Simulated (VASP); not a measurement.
# SrZn2 (Imma) in VASP: density of states with LDA

Aim: the density of states of SrZn2 with LDA.

All numbers are computed with VASP 6.6.1; they aren't measurements. Logs are shortened: lines on timing, memory, paths and dates and some standing lists are left out, and cuts for length are marked.

### Step 1. The cell of the first run

The structure is orthorhombic, space group Imma (No. 74). Conventional cell: a = 4.836 Å, b = 7.888 Å, c = 7.913 Å, α = 90.00°, β = 90.00°, γ = 90.00°. Within 4.4 Å of Sr (site symmetry mm2) lie 12 Zn at 3.32 to 3.56 Å and 4 Sr at 3.96 to 4.03 Å. Zn (site symmetry m) has 4 Zn at 2.77 to 2.98 Å and 6 Sr at 3.32 to 3.56 Å within 3.6 Å.

### Step 2. Density of states, LDA

The input, POSCAR:

```
SrZn2
1.0
   -2.4178663900      3.9437682600      3.9564166500
    2.4178663900     -3.9437682600      3.9564166500
    2.4178663900      3.9437682600     -3.9564166500
Sr Zn
2 4
Direct
    0.3020000000      0.0520000000      0.2500000000
    0.6980000000      0.9480000000      0.7500000000
    0.2740000000      0.3350000000      0.9390000000
    0.8960000000      0.3350000000      0.5610000000
    0.7260000000      0.6650000000      0.0610000000
    0.1040000000      0.6650000000      0.4390000000
```

The input, INCAR.step1:

```
SYSTEM = SrZn2
ALGO     = Normal         ! electronic algorithm
EDIFF    = 1E-6           ! SCF threshold, eV
ENCUT    = 520            ! plane-wave cutoff, eV
GGA      = CA             ! functional
ISIF     = 2              ! what is computed and relaxed
ISMEAR   = -1             ! smearing method
LASPH    = .True.         ! aspherical terms in the spheres
LCHARG   = .True.         ! write CHGCAR
LREAL    = .False.        ! projectors in reciprocal space
LWAVE    = .False.        ! write WAVECAR
NBANDS   = 43             ! bands
NELM     = 100            ! most SCF steps
PREC     = Accurate       ! precision mode
SIGMA    = 0.0362         ! smearing width, eV
```

The input, KPOINTS.step1:

```
k-points
0
Gamma
  8 8 8
  0 0 0
```

The input, INCAR.step2:

```
SYSTEM = SrZn2
ALGO     = Normal         ! electronic algorithm
EDIFF    = 1E-6           ! SCF threshold, eV
ENCUT    = 520            ! plane-wave cutoff, eV
GGA      = CA             ! functional
ICHARG   = 11             ! starting density
ISIF     = 2              ! what is computed and relaxed
ISMEAR   = -5             ! smearing method
LASPH    = .True.         ! aspherical terms in the spheres
LCHARG   = .False.        ! write CHGCAR
LORBIT   = 11             ! projections on sites
LREAL    = .False.        ! projectors in reciprocal space
LWAVE    = .False.        ! write WAVECAR
NEDOS    = 2001           ! points of the DOS
NELM     = 100            ! most SCF steps
PREC     = Accurate       ! precision mode
SIGMA    = 0.0362         ! smearing width, eV
```

The input, KPOINTS.step2:

```
k-points
0
Gamma
  12 12 12
  0 0 0
```

Potentials or basis: VASP PAW LDA potentials, release 64 (Sr_sv, Zn).

Run with:

```bash
$ cat potpaw_LDA.64/Sr_sv/POTCAR potpaw_LDA.64/Zn/POTCAR > POTCAR
$ cp INCAR.step1 INCAR
$ cp KPOINTS.step1 KPOINTS
$ mpirun -np 1 vasp_std > vasp.out
$ cp INCAR.step2 INCAR
$ cp KPOINTS.step2 KPOINTS
$ mpirun -np 1 vasp_std > vasp.out
```

OUTCAR:

```text
SYSTEM = SrZn2
   EDIFF = 1E-6
   ENCUT = 520
   GGA = CA
   ICHARG = 11
   ISIF = 2
   ISMEAR = -5
   LASPH = .True.
   LORBIT = 11
   LREAL = .False.
   NELM = 100
   PREC = Accurate

 ion  position               nearest neighbor table
   1  0.302  0.052  0.250-   3 3.32   4 3.32   3 3.32   4 3.32   3 3.32   4 3.32   6 3.41   5 3.41
                             6 3.56   5 3.56   6 3.56   5 3.56   2 3.96   2 3.96   2 4.03   2 4.03
   2  0.698  0.948  0.750-   6 3.32   5 3.32   6 3.32   5 3.32   5 3.32   6 3.32   3 3.41   4 3.41
                             4 3.56   3 3.56   3 3.56   4 3.56   1 3.96   1 3.96   1 4.03   1 4.03
   3  0.274  0.335  0.939-   6 2.77   6 2.77   5 2.78   4 2.98   1 3.32   1 3.32   1 3.32   2 3.41
                             2 3.56   2 3.56
   4  0.896  0.335  0.561-   5 2.77   5 2.77   6 2.78   3 2.98   1 3.32   1 3.32   1 3.32   2 3.41
                             2 3.56   2 3.56
   5  0.726  0.665  0.061-   4 2.77   4 2.77   3 2.78   6 2.98   2 3.32   2 3.32   2 3.32   1 3.41
                             1 3.56   1 3.56
   6  0.104  0.665  0.439-   3 2.77   3 2.77   4 2.78   5 2.98   2 3.32   2 3.32   2 3.32   1 3.41
                             1 3.56   1 3.56

  LATTYP: Found a body centered orthorhombic cell.
 ALAT       =     4.8357327800
 B/A-ratio  =     1.6310943716
 C/A-ratio  =     1.6363255912

  Lattice vectors:

 A1 = (  -2.4178663900,   3.9437682600,   3.9564166500)
 A2 = (   2.4178663900,  -3.9437682600,   3.9564166500)
 A3 = (   2.4178663900,   3.9437682600,  -3.9564166500)

Analysis of symmetry for initial positions (statically):
=====================================================================
 Subroutine PRICEL returns:
 Original cell was already a primitive cell.

 Routine SETGRP: Setting up the symmetry group for a
 body centered orthorhombic supercell.

 Subroutine GETGRP returns: Found  8 space group operations
 (whereof  4 operations were pure point group operations)
 out of a pool of  8 trial point group operations.

The static configuration has the point symmetry C_2h.
 The point group associated with its full space group is D_2h.

Analysis of symmetry for dynamics (positions and initial velocities):
=====================================================================
 Subroutine PRICEL returns:
 Original cell was already a primitive cell.

 Routine SETGRP: Setting up the symmetry group for a
 body centered orthorhombic supercell.

 Subroutine GETGRP returns: Found  8 space group operations
 (whereof  4 operations were pure point group operations)
 out of a pool of  8 trial point group operations.

The dynamic configuration has the point symmetry C_2h.
 The point group associated with its full space group is D_2h.

 Subroutine INISYM returns: Found  8 space group operations
 (whereof  4 operations are pure point group operations),
 and found     1 'primitive' translations

----------------------------------------------------------------------------------------

                                     Primitive cell

  volume of cell :     150.9057

  direct lattice vectors                    reciprocal lattice vectors
    -2.417866390  3.943768260  3.956416650     0.000000000  0.126782297  0.126376983
     2.417866390 -3.943768260  3.956416650     0.206793892  0.000000000  0.126376983
     2.417866390  3.943768260 -3.956416650     0.206793892  0.126782297  0.000000000

  length of vectors
     6.087086222  6.087086222  6.087086222     0.179010873  0.242352750  0.242564351

  position of ions in fractional coordinates (direct lattice)
     0.302000000  0.052000000  0.250000000
     0.698000000  0.948000000  0.750000000
     0.274000000  0.335000000  0.939000000
     0.896000000  0.335000000  0.561000000
     0.726000000  0.665000000  0.061000000
     0.104000000  0.665000000  0.439000000

  ion indices of the primitive-cell ions
   primitive index   ion index
                 1           1
                 2           2
                 3           3
                 4           4
                 5           5
                 6           6

----------------------------------------------------------------------------------------

 KPOINTS: k-points

Automatic generation of k-mesh.
 Grid dimensions read from file:
 generate k-points for:   12   12   12

 Generating k-lattice:

  Cartesian coordinates                     Fractional coordinates (reciprocal lattice)
     0.000000000  0.010565191  0.010531415     0.083333333  0.000000000 -0.000000000
     0.017232824  0.000000000  0.010531415     0.000000000  0.083333333  0.000000000
     0.017232824  0.010565191  0.000000000    -0.000000000  0.000000000  0.083333333

  Length of vectors
     0.014917573  0.020196062  0.020213696

  Shift w.r.t. Gamma in fractional coordinates (k-lattice)
     0.000000000  0.000000000  0.000000000

 TETIRR: Found   4343 inequivalent tetrahedra from    10368

 Subroutine IBZKPT returns following result:
 ===========================================

 Found    280 irreducible k-points:

 Following reciprocal coordinates:
            Coordinates               Weight
  0.000000  0.000000  0.000000      1.000000
  0.083333 -0.000000  0.000000      4.000000
  0.166667  0.000000  0.000000      4.000000
  0.250000  0.000000 -0.000000      4.000000
  0.333333 -0.000000  0.000000      4.000000
  0.416667 -0.000000  0.000000      4.000000
[... 16 lines left out ...]
  0.250000  0.166667  0.000000      8.000000
  0.333333  0.166667  0.000000      8.000000
 [... further k-points ...]
   k-points           NKPTS =    280   k-points in BZ     NKDIM =    280   number of bands    NBANDS=     40
   number of dos      NEDOS =   2001   number of ions     NIONS =      6
   total plane-waves  NPLWV = 110592
   dimension x,y,z NGX =    48 NGY =   48 NGZ =   48
   dimension x,y,z NGXF=    96 NGYF=   96 NGZF=   96
   ions per type =               2   4
   NGX,Y,Z   is equivalent  to a cutoff of  13.11, 13.11, 13.11 a.u.
   NGXF,Y,Z  is equivalent  to a cutoff of  26.22, 26.22, 26.22 a.u.
 SYSTEM =  SrZn2
   PREC   = accura    normal or accurate (medium, high low for compatibility)
   ISTART =      0    job   : 0-new  1-cont  2-samecut
   ICHARG =     11    charge: 1-file 2-atom 10-const
   ISPIN  =      1    spin polarized calculation?
   LNONCOLLINEAR =      F non collinear calculations
   LSORBIT =      F    spin-orbit coupling
   LASPH  =      T    aspherical Exc in radial PAW
   ENCUT  =  520.0 eV  38.22 Ry    6.18 a.u.  11.32 11.32 11.32*2*pi/ulx,y,z
   NELM   =    100;   NELMIN=  2; NELMDL=  0     # of ELM steps
   EDIFF  = 0.1E-05   stopping-criterion for ELM
   LREAL  =      F    real-space projection
   EDIFFG = 0.1E-04   stopping-criterion for IOM
   NSW    =      0    number of steps for IOM
   IBRION =     -1    ionic relax: 0-MD 1-quasi-New 2-CG
   NFREE  =      0    steps in history (QN), initial steepest desc. (CG)
   ISIF   =      2    stress and relaxation
   ISYM   =      2    0-nonsym 1-usesym 2-fastsym
   POTIM  = 0.5000    time-step for ionic-motion
   TEBEG  =    0.0;   TEEND  =   0.0 temperature during run
   PSTRESS=    0.0 pullay stress
   NELECT =      68.0000    total number of electrons
   NUPDOWN=      -1.0000    fix difference up-down
   EMIN   =  10.00;   EMAX   =-10.00  energy-range for DOS
   EFERMI =   0.00;   METHOD = LEGACY
   ISMEAR =    -5;   SIGMA  =   0.04  broadening in eV -4-tet -1-fermi 0-gaus
   EFERMI_NEDOS =   21; number of points for ismear=-14 and -15
   IALGO  =     38    algorithm
   IMIX   =      4    mixing-type and parameters
     AMIX     =   0.40;   BMIX     =  1.00
     AMIX_MAG =   1.60;   BMIX_MAG =  1.00
  volume/ion in A,a.u.               =      25.15       169.73
  Fermi-wavevector in a.u.,A,eV,Ry     =   1.255093  2.371782 21.432692  1.575258
  Thomas-Fermi vector in A             =   2.388866
   LORBIT       =     11    0 simple, 1 ext, 2 COOP (PROOUT), +10 PAW based schemes
   GGA     = CA    functional components
   LHFCALC =     F    Hartree Fock is set to
   AEXX    =    0.0000 exact exchange contribution
   IVDW    =     0    specifies the selected vdW correction
   LEPSILON=     F    determine dielectric tensor
   LRPA    =     F    only Hartree local field effects (RPA)
 non-spin polarized calculation
 Fermi weights with tetrahedron method with Bloechl corrections
  energy-cutoff  :      520.00
  volume of cell :      150.91
 maximum number of plane-waves:      4101
 NGX is ok and might be reduce to    48

 number of electron      68.0000019 magnetization

 Free energy of the ion-electron system (eV)
  ---------------------------------------------------
  ext. energy  EPLUGINS =         0.00000000
  ---------------------------------------------------
  free energy    TOTEN  =       -12.30116994 eV

  energy without entropy =      -12.30116994  energy(sigma->0) =      -12.30116994

 E-fermi :   1.9005     XC(G=0):  -9.7834

 val. band max:        1.9423881765   @ k =   0.2500   0.2500   0.2500
 cond. band min:       1.8487086364   @ k =  -0.4167   0.2500   0.0833
 fundamental gap:     -0.0936795402
 Fermi energy:         1.9004978958

 k-point     1 :       0.0000    0.0000    0.0000
  band No.  band energies     occupation
      1     -33.5785      2.00000
      2     -33.5530      2.00000
      3     -15.8023      2.00000
      4     -15.7914      2.00000
      5     -15.7036      2.00000
      6     -15.6680      2.00000
[... 32 lines left out ...]
     39       4.6276      0.00000
[... 988 lines left out ...]
     39       4.2625      0.00000
     40       4.8868      0.00000

 [... further k-points ...]

------------------------ aborting loop because EDIFF is reached ----------------------------------------

  FORCE on cell =-STRESS in cart. coord.  units (eV):
  Direction    XX          YY          ZZ          XY          YZ          ZX
  --------------------------------------------------------------------------------------
  -------------------------------------------------------------------------------------
  Total       -5.3026766     -4.5332731     -4.9694879      0.0000000     -0.0000000      0.0000000
  in kB      -56.2989152    -48.1301005    -52.7614261      0.0000000     -0.0000000      0.0000000
  external PRESSURE =     -52.3968139 kB  Pullay stress =       0.0000000 kB

 VOLUME and BASIS-vectors are now :
 -----------------------------------------------------------------------------
  energy-cutoff  :      520.00
  volume of cell :      150.91
      direct lattice vectors                 reciprocal lattice vectors
    -2.417866390  3.943768260  3.956416650     0.000000000  0.126782297  0.126376983
     2.417866390 -3.943768260  3.956416650     0.206793892  0.000000000  0.126376983
     2.417866390  3.943768260 -3.956416650     0.206793892  0.126782297  0.000000000

 POSITION                                       TOTAL-FORCE (eV/Angst)
 -----------------------------------------------------------------------------------
     -0.00000      1.97188      0.41147        -0.000000     -0.000000     -0.254744
      2.41787      1.97188      3.54495         0.000000     -0.000000      0.254744
      2.41787      3.46263     -1.30562         0.000000     -0.091613     -0.024870
     -0.00000      4.42491      2.65080         0.000000      0.091613     -0.024870
     -0.00000      0.48114      5.26203         0.000000      0.091613      0.024870
      2.41787     -0.48114      1.30562         0.000000     -0.091613      0.024870
 -----------------------------------------------------------------------------------
    total drift:                                0.000000      0.000000     -0.000000

  FREE ENERGIE OF THE ION-ELECTRON SYSTEM (eV)
  ---------------------------------------------------
  free  energy   TOTEN  =       -12.3011699433 eV

  energy  without entropy=      -12.3011699433  energy(sigma->0) =      -12.30116994

 total charge

# of ion       s       p       d       tot
------------------------------------------
    1        2.034   5.745   0.201   7.980
    2        2.034   5.745   0.201   7.980
    3        0.670   0.345   9.697  10.713
    4        0.670   0.345   9.697  10.713
    5        0.670   0.345   9.697  10.713
    6        0.670   0.345   9.697  10.713
--------------------------------------------------
tot          6.750  12.872  39.189  58.812
```

Run time: 13 min. Hardware: 1 thread of Intel Xeon 6975P-C (Granite Rapids), shared host; peak memory 1.2 GiB.

Results:

| Item | Value |
| --- | --- |
| Valence electrons inside the program's atomic spheres | Sr 7.98; Zn 10.71 |

Levels at points of the mesh, in eV from the Fermi level:
```csv
k point,band 32,band 33,band 34,band 35,band 36,band 37
"(0.00, 0.00, 0.00)",-0.97,-0.72,-0.24,-0.03,0.67,1.27
"(0.50, 0.00, 0.00)",-1.62,-0.49,-0.21,0.44,0.81,1.21
"(0.00, 0.50, 0.00)",-2.24,-0.80,-0.70,0.27,0.40,0.99
"(0.50, 0.50, 0.00)",-2.91,-0.94,-0.94,0.34,0.34,1.44
"(0.50, 0.50, 0.50)",-2.40,-0.14,0.18,2.09,2.15,2.33
```

Caveat: tetrahedron occupations give inexact forces and stress in metals.
